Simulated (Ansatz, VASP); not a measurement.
## Be3CdS2: VASP beside Ansatz

```
Be Cd S
1.0
     2.58789    1.49412    3.95960
    -2.58789    1.49412    3.95960
     0.00000   -2.98823    3.95960
Be Cd S
3 1 2
Direct
  0.00000 0.50000 0.00000
  0.50000 0.00000 0.00000
  0.00000 0.00000 0.50000
  0.00000 0.00000 0.00000
  0.62723 0.62723 0.62723
  0.37277 0.37277 0.37277
```

Change from the starting cell: species swapped into the Tb2FeCo3 type (R-3m, No. 166).

Alike in both runs: task relaxation of cell and atoms; functional PBE; k mesh 6 × 6 × 6; occupations gaussian, width 0.1 eV; no spin polarisation.

```csv
,VASP,Ansatz
version,VASP 6.6.1,Ansatz 0.2.0
potentials or method,"VASP PAW PBE potentials, release 64 (Be, Cd, S), cutoff 600 eV","scalar-relativistic, plane waves, PAW"
valence electrons in the cell,30,38
```

Ansatz gave:

| Item | Value |
| --- | --- |
| gap on the k mesh at the Fermi level, each at its own relaxed structure (eV) | none |
| relaxed volume (Å³/atom) | 15.22 |
| relaxed length of the cell vector where the two differ most in proportion (Å) | 6.769 |

Question: Which values does VASP return?

Answer: gap on the k mesh at the Fermi level, each at its own relaxed structure (eV): none; relaxed volume (Å³/atom): 15.13; relaxed length of the cell vector where the two differ most in proportion (Å): 6.742.

A gap of «none» marks a metal or a gap that the smearing closes. VASP's potentials hold 30 valence electrons a cell and Ansatz's 38, so a difference there can come from the potentials and not from the codes.
